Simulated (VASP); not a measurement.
# Se (C2) in VASP: settings compared

Se is run at these levels: PBE, r2SCAN; tasks: single point.

Program: VASP 6.6.1. These are calculated values, not measurements. Logs are shortened: lines on timing, memory, paths and dates and some standing lists are left out, and cuts for length are marked.

### Step 1. The cell of the first run

The structure is monoclinic, space group C2 (No. 5). The conventional cell has a = 7.435 Å, b = 4.048 Å, c = 5.041 Å, α = 90.00°, β = 90.00°, γ = 90.00°. Se (site symmetry 2) has 6 Se at 2.40 to 3.37 Å within 3.4 Å. Within 3.4 Å of Se (site symmetry 1) lie 6 Se at 2.39 to 3.37 Å.

### Step 2. Single point, PBE (uniaxial x strain -5.7%)

Input file INCAR:

```
SYSTEM = Se
PREC = Accurate
ENCUT = 520
EDIFF = 1E-7
ISMEAR = -1
SIGMA = 0.02
LREAL = .False.
LASPH = .True.
NELM = 80
ALGO = Normal
ISIF = 2
LWAVE = .False.
LCHARG = .False.
GGA = PE
NBANDS = 16
```

Input file KPOINTS:

```
Automatic mesh
0
Gamma
  12 12 6
  0 0 0
```

Input file POSCAR:

```
Se
1.0
    4.0484051602      0.0000000000      0.0000000000
   -2.0242025801      3.7175503272      0.0000000000
    0.0000000000      0.0000000000      5.0408504852
Se
3
Direct
    0.2420362342      0.0000000000      0.3333333333
   -0.0056251418      0.2307859505      0.6685185588
    0.7635889076      0.7692140495     -0.0018518922
```

Potentials or basis: VASP PAW PBE potentials, release 64 (Se).

Command:

```console
$ cat potpaw_PBE.64/Se/POTCAR > POTCAR
$ mpirun -np 1 vasp_std > vasp.out
```

OUTCAR:

```text
SYSTEM = Se
   PREC = Accurate
   ENCUT = 520
   EDIFF = 1E-7
   ISMEAR = -1
   LREAL = .False.
   LASPH = .True.
   NELM = 80
   ISIF = 2
   GGA = PE

 ion  position               nearest neighbor table
   1  0.242  0.000  0.333-   2 2.40   3 2.40
   2  0.994  0.231  0.669-   3 2.39   1 2.40
   3  0.764  0.769  0.998-   2 2.39   1 2.40

  LATTYP: Found a base centered orthorhombic cell.
 ALAT       =     4.0484051602
 B/A-ratio  =     1.8365505329
 C/A-ratio  =     1.2451447634

  Lattice vectors:

 A1 = (   2.0242025801,  -3.7175503272,   0.0000000000)
 A2 = (   2.0242025801,   3.7175503272,   0.0000000000)
 A3 = (   0.0000000000,   0.0000000000,   5.0408504852)

Analysis of symmetry for initial positions (statically):
=====================================================================
 Subroutine PRICEL returns:
 Original cell was already a primitive cell.

 Routine SETGRP: Setting up the symmetry group for a
 base centered orthorhombic supercell.

 Subroutine GETGRP returns: Found  2 space group operations
 (whereof  1 operations were pure point group operations)
 out of a pool of  8 trial point group operations.

The static configuration has the point symmetry C_1 .
 The point group associated with its full space group is C_2 .

Analysis of symmetry for dynamics (positions and initial velocities):
=====================================================================
 Subroutine PRICEL returns:
 Original cell was already a primitive cell.

 Routine SETGRP: Setting up the symmetry group for a
 base centered orthorhombic supercell.

 Subroutine GETGRP returns: Found  2 space group operations
 (whereof  1 operations were pure point group operations)
 out of a pool of  8 trial point group operations.

The dynamic configuration has the point symmetry C_1 .
 The point group associated with its full space group is C_2 .

 Subroutine INISYM returns: Found  2 space group operations
 (whereof  1 operations are pure point group operations),
 and found     1 'primitive' translations

----------------------------------------------------------------------------------------

                                     Primitive cell

  volume of cell :      75.8656

  direct lattice vectors                    reciprocal lattice vectors
     4.048405160  0.000000000  0.000000000     0.247010850  0.134497170  0.000000000
    -2.024202580  3.717550327  0.000000000     0.000000000  0.268994341  0.000000000
     0.000000000  0.000000000  5.040850485     0.000000000  0.000000000  0.198379223

  length of vectors
     4.048405160  4.232915841  5.040850485     0.281254065  0.268994341  0.198379223

  position of ions in fractional coordinates (direct lattice)
     0.242036234  0.000000000  0.333333333
     0.994374858  0.230785950  0.668518559
     0.763588908  0.769214050  0.998148108

  ion indices of the primitive-cell ions
   primitive index   ion index
                 1           1
                 2           2
                 3           3

----------------------------------------------------------------------------------------

 KPOINTS: Automatic mesh

Automatic generation of k-mesh.
 Grid dimensions read from file:
 generate k-points for:   12   12    6

 Generating k-lattice:

  Cartesian coordinates                     Fractional coordinates (reciprocal lattice)
     0.020584238  0.011208098  0.000000000     0.083333333 -0.000000000  0.000000000
     0.000000000  0.022416195  0.000000000     0.000000000  0.083333333  0.000000000
     0.000000000  0.000000000  0.033063204     0.000000000  0.000000000  0.166666667

  Length of vectors
     0.023437839  0.022416195  0.033063204

  Shift w.r.t. Gamma in fractional coordinates (k-lattice)
     0.000000000  0.000000000  0.000000000

 Subroutine IBZKPT returns following result:
 ===========================================

 Found    242 irreducible k-points:

 Following reciprocal coordinates:
            Coordinates               Weight
  0.000000  0.000000  0.000000      1.000000
  0.083333  0.000000  0.000000      4.000000
  0.166667  0.000000  0.000000      4.000000
  0.250000  0.000000  0.000000      4.000000
  0.333333  0.000000  0.000000      4.000000
  0.416667  0.000000  0.000000      4.000000
[... 16 lines left out ...]
  0.333333  0.166667  0.000000      4.000000
  0.416667  0.166667  0.000000      4.000000
 [... further k-points ...]
   k-points           NKPTS =    242   k-points in BZ     NKDIM =    242   number of bands    NBANDS=     16
   number of dos      NEDOS =    301   number of ions     NIONS =      3
   total plane-waves  NPLWV =  38400
   dimension x,y,z NGX =    30 NGY =   32 NGZ =   40
   dimension x,y,z NGXF=    60 NGYF=   64 NGZF=   80
   ions per type =               3
   NGX,Y,Z   is equivalent  to a cutoff of  12.32, 12.57, 13.19 a.u.
   NGXF,Y,Z  is equivalent  to a cutoff of  24.64, 25.14, 26.38 a.u.
 SYSTEM =  Se
   PREC   = accura    normal or accurate (medium, high low for compatibility)
   ISTART =      0    job   : 0-new  1-cont  2-samecut
   ICHARG =      2    charge: 1-file 2-atom 10-const
   ISPIN  =      1    spin polarized calculation?
   LNONCOLLINEAR =      F non collinear calculations
   LSORBIT =      F    spin-orbit coupling
   LASPH  =      T    aspherical Exc in radial PAW
   ENCUT  =  520.0 eV  38.22 Ry    6.18 a.u.   7.53  7.87  9.37*2*pi/ulx,y,z
   NELM   =     80;   NELMIN=  2; NELMDL= -5     # of ELM steps
   EDIFF  = 0.1E-06   stopping-criterion for ELM
   LREAL  =      F    real-space projection
   EDIFFG = 0.1E-05   stopping-criterion for IOM
   NSW    =      0    number of steps for IOM
   IBRION =     -1    ionic relax: 0-MD 1-quasi-New 2-CG
   NFREE  =      0    steps in history (QN), initial steepest desc. (CG)
   ISIF   =      2    stress and relaxation
   ISYM   =      2    0-nonsym 1-usesym 2-fastsym
   POTIM  = 0.5000    time-step for ionic-motion
   TEBEG  =    0.0;   TEEND  =   0.0 temperature during run
   PSTRESS=    0.0 pullay stress
   NELECT =      18.0000    total number of electrons
   NUPDOWN=      -1.0000    fix difference up-down
   EMIN   =  10.00;   EMAX   =-10.00  energy-range for DOS
   EFERMI =   0.00;   METHOD = LEGACY
   ISMEAR =    -1;   SIGMA  =   0.02  broadening in eV -4-tet -1-fermi 0-gaus
   EFERMI_NEDOS =   21; number of points for ismear=-14 and -15
   IALGO  =     38    algorithm
   IMIX   =      4    mixing-type and parameters
     AMIX     =   0.40;   BMIX     =  1.00
     AMIX_MAG =   1.60;   BMIX_MAG =  1.00
  volume/ion in A,a.u.               =      25.29       170.66
  Fermi-wavevector in a.u.,A,eV,Ry     =   1.013485  1.915210 13.975257  1.027152
  Thomas-Fermi vector in A             =   2.146657
   LORBIT       =      0    0 simple, 1 ext, 2 COOP (PROOUT), +10 PAW based schemes
   GGA     = PE    functional components
   LHFCALC =     F    Hartree Fock is set to
   AEXX    =    0.0000 exact exchange contribution
   IVDW    =     0    specifies the selected vdW correction
   LEPSILON=     F    determine dielectric tensor
   LRPA    =     F    only Hartree local field effects (RPA)
 non-spin polarized calculation
  energy-cutoff  :      520.00
  volume of cell :       75.87
 maximum number of plane-waves:      2070
   NGX = 15   NGY = 15   NGZ = 19

 number of electron      18.0000001 magnetization

 Free energy of the ion-electron system (eV)
  ---------------------------------------------------
  ext. energy  EPLUGINS =         0.00000000
  ---------------------------------------------------
  free energy    TOTEN  =       -10.43033341 eV

  energy without entropy =      -10.43033341  energy(sigma->0) =      -10.43033341

 E-fermi :   3.7723     XC(G=0):  -9.2381

 val. band max:        3.4055553598   @ k =   0.4167   0.1667   0.5000
 cond. band min:       4.1115218337   @ k =   0.3333   0.3333   0.5000
 fundamental gap:      0.7059664739
 Fermi energy:         3.7722508178

 k-point     1 :       0.0000    0.0000    0.0000
  band No.  band energies     occupation
      1     -12.6393      2.00000
      2      -8.4991      2.00000
      3      -8.4760      2.00000
      4      -0.4577      2.00000
      5      -0.2621      2.00000
      6      -0.2439      2.00000
[... 8 lines left out ...]
     15      10.0258      0.00000
     16      11.4572      0.00000

 k-point     2 :       0.0833    0.0000    0.0000
  band No.  band energies     occupation
      1     -12.5990      2.00000
      2      -8.5077      2.00000
      3      -8.4822      2.00000
      4      -0.7567      2.00000
      5      -0.4752      2.00000
      6      -0.1877      2.00000
[... 8 lines left out ...]
     15      10.3714      0.00000
     16      11.5658      0.00000

 k-point     3 :       0.1667    0.0000    0.0000
  band No.  band energies     occupation
      1     -12.4835      2.00000
      2      -8.5739      2.00000
      3      -8.4674      2.00000
      4      -1.2727      2.00000
      5      -0.8037      2.00000
      6      -0.2506      2.00000
[... 8 lines left out ...]
     15      10.9472      0.00000
     16      11.7578      0.00000

 k-point     4 :       0.2500    0.0000    0.0000
  band No.  band energies     occupation
      1     -12.3097      2.00000
      2      -8.6996      2.00000
      3      -8.4411      2.00000
      4      -1.7017      2.00000
      5      -1.1060      2.00000
      6      -0.3845      2.00000
[... 8 lines left out ...]
     15      11.4928      0.00000
     16      12.1744      0.00000
[... 324 lines left out ...]
 k-point    22 :       0.2500    0.1667    0.0000
  band No.  band energies     occupation
      1     -12.0785      2.00000
      2      -8.8253      2.00000
      3      -8.5196      2.00000
      4      -1.8575      2.00000
      5      -1.6143      2.00000
      6      -0.1481      2.00000
[... 8 lines left out ...]
     15      12.3805      0.00000
     16      13.0763      0.00000

 k-point    23 :       0.3333    0.1667    0.0000
  band No.  band energies     occupation
      1     -11.9205      2.00000
      2      -8.9367      2.00000
      3      -8.5365      2.00000
      4      -1.9464      2.00000
      5      -1.6637      2.00000
      6      -0.1837      2.00000
[... 8 lines left out ...]
     15      12.7427      0.00000
     16      13.2681      0.00000

 k-point    24 :       0.4167    0.1667    0.0000
  band No.  band energies     occupation
      1     -11.8428      2.00000
      2      -9.0101      2.00000
      3      -8.5218      2.00000
      4      -1.9737      2.00000
      5      -1.6863      2.00000
      6      -0.0823      2.00000
[... 8 lines left out ...]
     15      12.4235      0.00000
     16      13.6223      0.00000

 [... further k-points ...]

------------------------ aborting loop because EDIFF is reached ----------------------------------------

  FORCE on cell =-STRESS in cart. coord.  units (eV):
  Direction    XX          YY          ZZ          XY          YZ          ZX
  --------------------------------------------------------------------------------------
  -------------------------------------------------------------------------------------
  Total        1.8339999      1.3285891      2.1416532      0.0000000      0.2448447      0.0000000
  in kB       38.7315837     28.0579953     45.2288022      0.0000000      5.1707862      0.0000000
  external PRESSURE =      37.3394604 kB  Pullay stress =       0.0000000 kB

 VOLUME and BASIS-vectors are now :
 -----------------------------------------------------------------------------
  energy-cutoff  :      520.00
  volume of cell :       75.87
      direct lattice vectors                 reciprocal lattice vectors
     4.048405160  0.000000000  0.000000000     0.247010850  0.134497170  0.000000000
    -2.024202580  3.717550327  0.000000000     0.000000000  0.268994341  0.000000000
     0.000000000  0.000000000  5.040850485     0.000000000  0.000000000  0.198379223

 POSITION                                       TOTAL-FORCE (eV/Angst)
 -----------------------------------------------------------------------------------
      0.97986      0.00000      1.68028         0.357707      0.000000      0.000000
      3.55847      0.85796      3.36990        -0.178854      0.301557     -0.002619
      1.53427      2.85959      5.03152        -0.178854     -0.301557      0.002619
 -----------------------------------------------------------------------------------
    total drift:                               -0.000046      0.000001     -0.000000

  FREE ENERGIE OF THE ION-ELECTRON SYSTEM (eV)
  ---------------------------------------------------
  free  energy   TOTEN  =       -10.4303334103 eV

  energy  without entropy=      -10.4303334101  energy(sigma->0) =      -10.43033341
```

It took 3.9 min on 1 thread of Oxide Virtual Turin-like, shared host; peak memory 0.32 GiB.

What came out:

- Free energy: -10.4303 eV
- Pressure: 3.7 GPa
- Largest force: 0.358 eV/Å
- Band gap on the k mesh: 0.71 eV (least direct gap 0.75 eV)

Forces in eV/Å, atoms in the order of the input:
```
Se   0.358  0.000  0.000
Se  -0.179  0.302 -0.003
Se  -0.179 -0.302  0.003
```

Stress tensor (GPa, compression positive):
```
3.87 0.00 0.00
0.00 2.81 0.52
0.00 0.52 4.52
```

Caveat: the cell differs from its parent crystal (uniaxial x strain -5.7%); the cell stands under pressure.

### Step 3. Single point, r2SCAN (uniaxial x strain -5.7%)

POSCAR is that of step 2.

Input file INCAR.step1:

```
SYSTEM = Se
PREC     = Accurate       ! precision mode
ENCUT    = 520            ! plane-wave cutoff, eV
ISMEAR   = 0              ! smearing method
SIGMA    = 0.01           ! smearing width, eV
LREAL    = .False.        ! projectors in reciprocal space
LASPH    = .True.         ! aspherical terms in the spheres
NELM     = 100            ! most SCF steps
NBANDS   = 16             ! bands
GGA      = PE             ! functional
ALGO     = Normal         ! electronic algorithm
EDIFF    = 1E-4           ! SCF threshold, eV
LWAVE    = .True.         ! write WAVECAR
LCHARG   = .False.        ! write CHGCAR
```

Input file INCAR.step2:

```
SYSTEM = Se
PREC     = Accurate       ! precision mode
ENCUT    = 520            ! plane-wave cutoff, eV
EDIFF    = 1E-7           ! SCF threshold, eV
ISMEAR   = 0              ! smearing method
SIGMA    = 0.01           ! smearing width, eV
LREAL    = .False.        ! projectors in reciprocal space
LASPH    = .True.         ! aspherical terms in the spheres
NELM     = 100            ! most SCF steps
ALGO     = Normal         ! electronic algorithm
ISIF     = 2              ! what is computed and relaxed
LWAVE    = .False.        ! write WAVECAR
LCHARG   = .True.         ! write CHGCAR
METAGGA  = R2SCAN         ! meta-GGA
LMIXTAU  = .True.       
LELF     = .True.         ! ELF
LVHAR    = .True.       
NBANDS   = 16             ! bands
ISTART   = 1
```

Input file KPOINTS:

```
regular mesh
0
Gamma
  12 12 6
  0 0 0
```

Potentials or basis: VASP PAW PBE potentials, release 64 (Se).

Command:

```console
$ cat potpaw_PBE.64/Se/POTCAR > POTCAR
$ cp INCAR.step1 INCAR
$ mpirun -np 1 vasp_std > vasp.out
$ cp INCAR.step2 INCAR
$ mpirun -np 1 vasp_std > vasp.out
```

It took 15 min on 1 thread of Oxide Virtual Turin-like, shared host; peak memory 0.33 GiB.

It converged, with:

```yaml
Free_energy: -42.8530 eV
Pressure: 2.2 GPa
Largest_force: 0.038 eV/Å
Band_gap_on_the_k_mesh: 0.93 eV (least direct gap 0.99 eV)
```

Forces on the atoms (eV/Å):
```
Se  -0.032  0.000  0.000
Se   0.016 -0.034 -0.001
Se   0.016  0.034  0.001
```

Stress tensor (GPa, compression positive):
```
2.77 0.00 0.00
0.00 1.58 0.62
0.00 0.62 2.25
```

Levels at points of the mesh, in eV from the valence-band top:
| k point | band 6 | band 7 | band 8 | band 9 | band 10 | band 11 | band 12 | band 13 |
| --- | --- | --- | --- | --- | --- | --- | --- | --- |
| (0.00, 0.00, 0.00) | -3.80 | -2.11 | -2.11 | -0.54 | 1.79 | 1.91 | 2.31 | 6.63 |
| (0.50, 0.00, 0.00) | -3.84 | -3.43 | -1.87 | -1.21 | 1.85 | 2.27 | 4.56 | 5.20 |
| (0.00, 0.50, 0.00) | -3.80 | -3.34 | -1.58 | -0.95 | 2.05 | 2.27 | 4.42 | 5.21 |
| (0.00, 0.00, 0.50) | -3.33 | -1.65 | -1.53 | -1.45 | 1.13 | 1.34 | 1.40 | 6.38 |
| (0.50, 0.00, 0.50) | -4.53 | -2.30 | -1.81 | -0.04 | 1.62 | 2.93 | 3.08 | 6.46 |
| (0.00, 0.50, 0.50) | -4.31 | -2.28 | -1.78 | -0.07 | 1.72 | 2.92 | 3.08 | 6.71 |

Caveat: the cell differs from its parent crystal (uniaxial x strain -5.7%); the PAW data sets were made with another functional, which shifts forces and pressure a little.
